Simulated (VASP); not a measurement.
Input of a VASP 6.6.1 run:

INCAR

```
PREC = Accurate ; ENCUT = 600
EDIFF = 1E-6 ; ISMEAR = 0
SIGMA = 0.2 ; LREAL = False
LASPH = True ; NELM = 120
ALGO = Normal ; ISIF = 2
LWAVE = False ; LCHARG = False
GGA = PE ; NBANDS = 29
GGA_COMPAT = False
```

Contents of KPOINTS:

```
regular mesh
0
Gamma
  3 3 3
```

Contents of POSCAR:

```
Mg4CdS3
1.0
    5.4115545233      0.0000000000      0.0000000000
    0.0000000000      5.4115545233      0.0000000000
    0.0000000000      0.0000000000      5.4115545233
Mg Cd S
4 1 3
Direct
    0.0000000000      0.5000000000      0.5000000000
    0.5000000000      0.0000000000      0.5000000000
    0.5000000000      0.5000000000      0.0000000000
    0.0000000000      0.0000000000      0.0000000000
    0.5000000000      0.5000000000      0.5000000000
    0.5000000000      0.0000000000      0.0000000000
    0.0000000000      0.5000000000      0.0000000000
    0.0000000000      0.0000000000      0.5000000000
```

Potentials or basis: VASP PAW PBE potentials, release 64 (Mg, Cd, S).

Run with:

```bash
$ cat potpaw_PBE.64/Mg/POTCAR potpaw_PBE.64/Cd/POTCAR potpaw_PBE.64/S/POTCAR > POTCAR
$ mpirun -np 1 vasp_std > vasp.out
```

Predict the pressure.

0.5 GPa.

Estimate the band gap on the k mesh.

zero (band 19 reaches 5.04 eV, above the bottom of band 20 at 4.38 eV).

Caveat: the k points lie up to 0.39 Å⁻¹ apart.
